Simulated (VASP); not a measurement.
A run of VASP 6.6.1:

File INCAR:

```
PREC = Accurate ; ENCUT = 600
EDIFF = 1E-6 ; ISMEAR = 0
SIGMA = 0.1 ; LREAL = False
LASPH = True ; NELM = 100
ALGO = Normal ; ISIF = 4
LWAVE = False ; LCHARG = False
GGA = PS ; IBRION = 2
NSW = 50 ; EDIFFG = -0.01
```

File KPOINTS:

```
Automatic mesh
0
Gamma
  12 12 6
```

File POSCAR:

```
VSi2
1.0
    4.4760682021      0.0000000000      0.0000000000
   -2.2380341011      3.8763887721      0.0000000000
    0.0000000000      0.0000000000      6.2590181296
V Si
3 6
Direct
    0.5000000000      0.0000000000      0.0000000000
    0.5000000000      0.5000000000      0.6666666667
    0.0000000000      0.5000000000      0.3333333333
    0.1632516007      0.3265032015      0.0000000000
    0.8367483993      0.1632516007      0.6666666667
    0.6734967985      0.8367483993      0.3333333333
    0.8367483993      0.6734967985      0.0000000000
    0.1632516007      0.8367483993      0.6666666667
    0.3265032015      0.1632516007      0.3333333333
```

Potentials or basis: VASP PAW PBE potentials, release 64 (V_sv, Si).

The run is started by

```sh
$ cat potpaw_PBE.64/V_sv/POTCAR potpaw_PBE.64/Si/POTCAR > POTCAR
$ mpirun -np 1 vasp_std > vasp.out
```

Hardware: 1 thread of Intel(R) Xeon(R) 6975P-C (Granite Rapids), on a shared host.

Question: Estimate the wall time of this run.

Answer: Run time: 7.8 min on 1 thread of Intel(R) Xeon(R) 6975P-C (Granite Rapids), with other jobs on the host, peak memory 0.44 GiB. Counts: scf iterations 40, k points 76, ion steps 7.
